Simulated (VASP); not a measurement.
## Al2InSb3: single point with PBE

Crystal: Al2InSb3.

```
CELL_PARAMETERS angstrom
4.48062 0.00000 0.00000
-2.24031 3.88033 0.00000
0.00000 0.00000 22.17424
ATOMIC_POSITIONS crystal
Al 0.00000 0.00000 0.50011
Al 0.66667 0.33333 0.99973
Al 0.66667 0.33333 0.33841
Al 0.66667 0.33333 0.66143
In 0.00000 0.00000 0.17038
In 0.00000 0.00000 0.83195
Sb 0.00000 0.00000 0.29961
Sb 0.00000 0.00000 0.62233
Sb 0.00000 0.00000 0.96119
Sb 0.66667 0.33333 0.12138
Sb 0.66667 0.33333 0.46071
Sb 0.66667 0.33333 0.78297
```

- Program: VASP 6.6.1
- Task: single point
- Functional: PBE
- Potentials or basis: VASP PAW PBE potentials, release 64 (Al, In_d, Sb)
- Cutoff: 520 eV
- k mesh: 6 × 6 × 1
- Occupations: gaussian, width 0.1 eV
- Spin: no spin polarisation
- Dipole correction: no
- Further INCAR settings: ALGO = Normal; EDIFF = 1e-06; NBANDS = 46

```json
{
 "Pressure": "0.1 GPa",
 "Largest force": "0.017 eV/Å",
 "Band gap on the k mesh": "0.42 eV, direct"
}
```

Forces in eV/Å, atoms in the order of the input:
```
Al   0.000  0.000 -0.002
Al   0.000  0.000 -0.002
Al   0.000  0.000  0.006
Al   0.000  0.000  0.009
In   0.000  0.000 -0.006
In   0.000  0.000 -0.006
Sb   0.000  0.000 -0.009
Sb   0.000  0.000  0.004
Sb   0.000  0.000 -0.009
Sb   0.000  0.000  0.017
Sb   0.000  0.000 -0.011
Sb   0.000  0.000  0.009
```

Levels at points of the mesh, in eV from the valence-band top:
```csv
k point,band 30,band 31,band 32,band 33,band 34,band 35,band 36,band 37,band 38,band 39
"(0.00, 0.00, 0.00)",-0.37,-0.20,-0.20,0.00,0.00,0.42,0.44,0.78,0.85,1.43
"(0.50, 0.00, 0.00)",-1.66,-1.58,-1.58,-1.34,-1.05,0.73,0.87,0.90,1.15,1.23
```

Wall time 4.9 min on 1 thread of Intel Xeon 8259CL, on a shared host, peak memory 0.55 GiB.

Caveat: spin-orbit coupling is left out, which moves the levels of the heavy elements. A k mesh can miss the band edges.
